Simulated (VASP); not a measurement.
# Te (P3_121) in VASP: single point with PBEsol

Aim: the single point of Te with PBEsol.

All numbers are computed with VASP 6.6.1; they aren't measurements. Logs are shortened: lines on timing, memory, paths and dates and some standing lists are left out, and cuts for length are marked.

## Step 1: The cell of the first run

Symmetry: P3_121, No. 152, trigonal system. The conventional cell has a = 4.315 Å, b = 4.315 Å, c = 5.954 Å, α = 90.00°, β = 90.00°, γ = 120.00°. Te (site symmetry 2) has 6 Te at 2.91 to 3.35 Å within 3.8 Å.

## Step 2: Single point, PBEsol

The input, INCAR:

```
  PREC = Accurate
  ENCUT = 520
  EDIFF = 1E-6
  ISMEAR = 0
  SIGMA = 0.05
  LREAL = False
  LASPH = True
  NELM = 80
  ALGO = Normal
  ISIF = 2
  LWAVE = False
  LCHARG = False
  GGA = PS
  NBANDS = 16
```

The input, KPOINTS:

```
regular mesh
0
Gamma
  10 10 8
```

The input, POSCAR:

```
Te
1.0
    4.3153417829      0.0000000000      0.0000000000
   -2.1576708914      3.7371956100      0.0000000000
    0.0000000000      0.0000000000      5.9543566139
Te
3
Direct
    0.2838126266      0.0000000000      0.8333333333
    0.0000000000      0.2838126266      0.1666666667
    0.7161873734      0.7161873734      0.5000000000
```

Potentials or basis: VASP PAW PBE potentials, release 64 (Te).

The run is started by

```
$ cat potpaw_PBE.64/Te/POTCAR > POTCAR
$ mpirun -np 1 vasp_std > vasp.out
```

OUTCAR:

```text
PREC = Accurate
   ENCUT = 520
   EDIFF = 1E-6
   ISMEAR = 0
   LREAL = False
   LASPH = True
   NELM = 80
   ISIF = 2
   GGA = PS

 ion  position               nearest neighbor table
   1  0.284  0.000  0.833-   3 2.91   2 2.91   3 3.35   3 3.35   2 3.35   2 3.35
   2  0.000  0.284  0.167-   3 2.91   1 2.91   3 3.35   3 3.35   1 3.35   1 3.35
   3  0.716  0.716  0.500-   2 2.91   1 2.91   2 3.35   1 3.35   1 3.35   2 3.35

  LATTYP: Found a hexagonal cell.
 ALAT       =     4.3153417829
 C/A-ratio  =     1.3798111282

  Lattice vectors:

 A1 = (   4.3153417829,   0.0000000000,   0.0000000000)
 A2 = (  -2.1576708914,   3.7371956100,   0.0000000000)
 A3 = (   0.0000000000,   0.0000000000,   5.9543566139)

Analysis of symmetry for initial positions (statically):
=====================================================================
 Subroutine PRICEL returns:
 Original cell was already a primitive cell.

 Routine SETGRP: Setting up the symmetry group for a
 hexagonal supercell.

 Subroutine GETGRP returns: Found  6 space group operations
 (whereof  2 operations were pure point group operations)
 out of a pool of 24 trial point group operations.

The static configuration has the point symmetry C_2 .
 The point group associated with its full space group is D_3 .

Analysis of symmetry for dynamics (positions and initial velocities):
=====================================================================
 Subroutine PRICEL returns:
 Original cell was already a primitive cell.

 Routine SETGRP: Setting up the symmetry group for a
 hexagonal supercell.

 Subroutine GETGRP returns: Found  6 space group operations
 (whereof  2 operations were pure point group operations)
 out of a pool of 24 trial point group operations.

The dynamic configuration has the point symmetry C_2 .
 The point group associated with its full space group is D_3 .

 Subroutine INISYM returns: Found  6 space group operations
 (whereof  2 operations are pure point group operations),
 and found     1 'primitive' translations

----------------------------------------------------------------------------------------

                                     Primitive cell

  volume of cell :      96.0276

  direct lattice vectors                    reciprocal lattice vectors
     4.315341783  0.000000000  0.000000000     0.231731355  0.133790160  0.000000000
    -2.157670891  3.737195610  0.000000000     0.000000000  0.267580321  0.000000000
     0.000000000  0.000000000  5.954356614     0.000000000  0.000000000  0.167944257

  length of vectors
     4.315341783  4.315341783  5.954356614     0.267580321  0.267580321  0.167944257

  position of ions in fractional coordinates (direct lattice)
     0.283812627  0.000000000  0.833333333
     0.000000000  0.283812627  0.166666667
     0.716187373  0.716187373  0.500000000

  ion indices of the primitive-cell ions
   primitive index   ion index
                 1           1
                 2           2
                 3           3

----------------------------------------------------------------------------------------

 KPOINTS: regular mesh

Automatic generation of k-mesh.
 Grid dimensions read from file:
 generate k-points for:   10   10    8

 Generating k-lattice:

  Cartesian coordinates                     Fractional coordinates (reciprocal lattice)
     0.023173136  0.013379016  0.000000000     0.100000000  0.000000000  0.000000000
     0.000000000  0.026758032  0.000000000     0.000000000  0.100000000  0.000000000
     0.000000000  0.000000000  0.020993032     0.000000000  0.000000000  0.125000000

  Length of vectors
     0.026758032  0.026758032  0.020993032

  Shift w.r.t. Gamma in fractional coordinates (k-lattice)
     0.000000000  0.000000000  0.000000000

 Subroutine IBZKPT returns following result:
 ===========================================

 Found     94 irreducible k-points:

 Following reciprocal coordinates:
            Coordinates               Weight
  0.000000  0.000000  0.000000      1.000000
  0.100000  0.000000  0.000000      6.000000
  0.200000  0.000000  0.000000      6.000000
  0.300000  0.000000  0.000000      6.000000
  0.400000  0.000000  0.000000      6.000000
  0.500000  0.000000  0.000000      3.000000
[... 16 lines left out ...]
  0.000000  0.400000  0.125000      6.000000
  0.500000  0.000000  0.125000      6.000000
 [... further k-points ...]
   k-points           NKPTS =     94   k-points in BZ     NKDIM =     94   number of bands    NBANDS=     16
   number of dos      NEDOS =    301   number of ions     NIONS =      3
   total plane-waves  NPLWV =  49152
   dimension x,y,z NGX =    32 NGY =   32 NGZ =   48
   dimension x,y,z NGXF=    64 NGYF=   64 NGZF=   96
   ions per type =               3
   NGX,Y,Z   is equivalent  to a cutoff of  12.33, 12.33, 13.40 a.u.
   NGXF,Y,Z  is equivalent  to a cutoff of  24.66, 24.66, 26.80 a.u.
 SYSTEM =  unknown system
   PREC   = accura    normal or accurate (medium, high low for compatibility)
   ISTART =      0    job   : 0-new  1-cont  2-samecut
   ICHARG =      2    charge: 1-file 2-atom 10-const
   ISPIN  =      1    spin polarized calculation?
   LNONCOLLINEAR =      F non collinear calculations
   LSORBIT =      F    spin-orbit coupling
   LASPH  =      T    aspherical Exc in radial PAW
   ENCUT  =  520.0 eV  38.22 Ry    6.18 a.u.   8.02  8.02 11.07*2*pi/ulx,y,z
   NELM   =     80;   NELMIN=  2; NELMDL= -5     # of ELM steps
   EDIFF  = 0.1E-05   stopping-criterion for ELM
   LREAL  =      F    real-space projection
   EDIFFG = 0.1E-04   stopping-criterion for IOM
   NSW    =      0    number of steps for IOM
   IBRION =     -1    ionic relax: 0-MD 1-quasi-New 2-CG
   NFREE  =      0    steps in history (QN), initial steepest desc. (CG)
   ISIF   =      2    stress and relaxation
   ISYM   =      2    0-nonsym 1-usesym 2-fastsym
   POTIM  = 0.5000    time-step for ionic-motion
   TEBEG  =    0.0;   TEEND  =   0.0 temperature during run
   PSTRESS=    0.0 pullay stress
   NELECT =      18.0000    total number of electrons
   NUPDOWN=      -1.0000    fix difference up-down
   EMIN   =  10.00;   EMAX   =-10.00  energy-range for DOS
   EFERMI =   0.00;   METHOD = LEGACY
   ISMEAR =     0;   SIGMA  =   0.05  broadening in eV -4-tet -1-fermi 0-gaus
   EFERMI_NEDOS =   21; number of points for ismear=-14 and -15
   IALGO  =     38    algorithm
   IMIX   =      4    mixing-type and parameters
     AMIX     =   0.40;   BMIX     =  1.00
     AMIX_MAG =   1.60;   BMIX_MAG =  1.00
  volume/ion in A,a.u.               =      32.01       216.01
  Fermi-wavevector in a.u.,A,eV,Ry     =   0.936915  1.770513 11.943336  0.877810
  Thomas-Fermi vector in A             =   2.063973
   LORBIT       =      0    0 simple, 1 ext, 2 COOP (PROOUT), +10 PAW based schemes
   GGA     = PS    functional components
   LHFCALC =     F    Hartree Fock is set to
   AEXX    =    0.0000 exact exchange contribution
   IVDW    =     0    specifies the selected vdW correction
   LEPSILON=     F    determine dielectric tensor
   LRPA    =     F    only Hartree local field effects (RPA)
 non-spin polarized calculation
 Gauss-broadening in eV      SIGMA  =   0.05
  energy-cutoff  :      520.00
  volume of cell :       96.03
 maximum number of plane-waves:      2602
   NGX = 17   NGY = 17   NGZ = 23

 number of electron      17.9999998 magnetization

 Free energy of the ion-electron system (eV)
  ---------------------------------------------------
  ext. energy  EPLUGINS =         0.00000000
  ---------------------------------------------------
  free energy    TOTEN  =       -10.58089425 eV

  energy without entropy =      -10.58089425  energy(sigma->0) =      -10.58089425

 E-fermi :   6.6658     XC(G=0):  -9.5060

 val. band max:        6.4852500775   @ k =   0.3000   0.3000   0.5000
 cond. band min:       6.8344911831   @ k =   0.0000   0.0000   0.5000
 fundamental gap:      0.3492411056
 Fermi energy:         6.6657676273

 k-point     1 :       0.0000    0.0000    0.0000
  band No.  band energies     occupation
      1      -7.3549      2.00000
      2      -3.9550      2.00000
      3      -3.9550      2.00000
      4       3.6211      2.00000
      5       3.9741      2.00000
      6       3.9741      2.00000
[... 8 lines left out ...]
     15      12.6723      0.00000
     16      12.6724      0.00000

 k-point     2 :       0.1000    0.0000    0.0000
  band No.  band energies     occupation
      1      -7.2744      2.00000
      2      -3.9621      2.00000
      3      -3.9279      2.00000
      4       2.9144      2.00000
      5       3.4658      2.00000
      6       3.6859      2.00000
[... 8 lines left out ...]
     15      12.5676      0.00000
     16      12.8125      0.00000

 k-point     3 :       0.2000    0.0000    0.0000
  band No.  band energies     occupation
      1      -7.0388      2.00000
      2      -4.0263      2.00000
      3      -3.8503      2.00000
      4       1.9973      2.00000
      5       2.8011      2.00000
      6       3.2482      2.00000
[... 8 lines left out ...]
     15      12.7106      0.00000
     16      13.4061      0.00000

 k-point     4 :       0.3000    0.0000    0.0000
  band No.  band energies     occupation
      1      -6.6708      2.00000
      2      -4.2355      2.00000
      3      -3.7418      2.00000
      4       1.4739      2.00000
      5       2.2390      2.00000
      6       2.8687      2.00000
[... 8 lines left out ...]
     15      13.3579      0.00000
     16      14.2393      0.00000
[... 324 lines left out ...]
 k-point    22 :       0.4000    0.0000    0.1250
  band No.  band energies     occupation
      1      -6.2099      2.00000
      2      -4.5328      2.00000
      3      -3.8157      2.00000
      4       1.7133      2.00000
      5       2.0491      2.00000
      6       2.7643      2.00000
[... 8 lines left out ...]
     15      14.0085      0.00000
     16      14.4269      0.00000

 k-point    23 :       0.0000    0.4000    0.1250
  band No.  band energies     occupation
      1      -6.1745      2.00000
      2      -4.7992      2.00000
      3      -3.4600      2.00000
      4       1.0907      2.00000
      5       1.7012      2.00000
      6       2.6843      2.00000
[... 8 lines left out ...]
     15      14.6331      0.00000
     16      14.8344      0.00000

 k-point    24 :       0.5000    0.0000    0.1250
  band No.  band energies     occupation
      1      -5.9423      2.00000
      2      -4.8610      2.00000
      3      -3.6450      2.00000
      4       1.4053      2.00000
      5       1.6362      2.00000
      6       2.6262      2.00000
[... 8 lines left out ...]
     15      14.9768      0.00000
     16      15.6206      0.00000

 [... further k-points ...]

------------------------ aborting loop because EDIFF is reached ----------------------------------------

  FORCE on cell =-STRESS in cart. coord.  units (eV):
  Direction    XX          YY          ZZ          XY          YZ          ZX
  --------------------------------------------------------------------------------------
  -------------------------------------------------------------------------------------
  Total        0.0718939      0.0718939      0.1001990      0.0000000      0.0000000     -0.0000000
  in kB        1.1995181      1.1995181      1.6717762      0.0000000      0.0000000     -0.0000000
  external PRESSURE =       1.3569375 kB  Pullay stress =       0.0000000 kB

 VOLUME and BASIS-vectors are now :
 -----------------------------------------------------------------------------
  energy-cutoff  :      520.00
  volume of cell :       96.03
      direct lattice vectors                 reciprocal lattice vectors
     4.315341783  0.000000000  0.000000000     0.231731355  0.133790160  0.000000000
    -2.157670891  3.737195610  0.000000000     0.000000000  0.267580321  0.000000000
     0.000000000  0.000000000  5.954356614     0.000000000  0.000000000  0.167944257

 POSITION                                       TOTAL-FORCE (eV/Angst)
 -----------------------------------------------------------------------------------
      1.22475      0.00000      4.96196         0.024351     -0.000000      0.000000
     -0.61237      1.06066      0.99239        -0.012176      0.021089      0.000000
      1.54530      2.67653      2.97718        -0.012176     -0.021089      0.000000
 -----------------------------------------------------------------------------------
    total drift:                               -0.000000      0.000000     -0.000000

  FREE ENERGIE OF THE ION-ELECTRON SYSTEM (eV)
  ---------------------------------------------------
  free  energy   TOTEN  =       -10.5808942509 eV

  energy  without entropy=      -10.5808942500  energy(sigma->0) =      -10.58089425
```

It took 1.8 min on 1 thread of Intel Xeon Platinum 8375C at 2.90GHz (Ice Lake), shared host; peak memory 0.27 GiB.

What came out:

| Quantity | Value |
| --- | --- |
| Free energy | -10.5809 eV |
| Pressure | 0.1 GPa |
| Largest force | 0.024 eV/Å |
| Band gap on the k mesh | 0.35 eV (least direct gap 0.45 eV) |

Forces on the atoms (eV/Å):
```
Te   0.024  0.000  0.000
Te  -0.012  0.021  0.000
Te  -0.012 -0.021  0.000
```

Caveat: the PAW data sets were made with another functional, which shifts forces and pressure a little; spin-orbit coupling is left out, which moves the levels of the heavy elements.
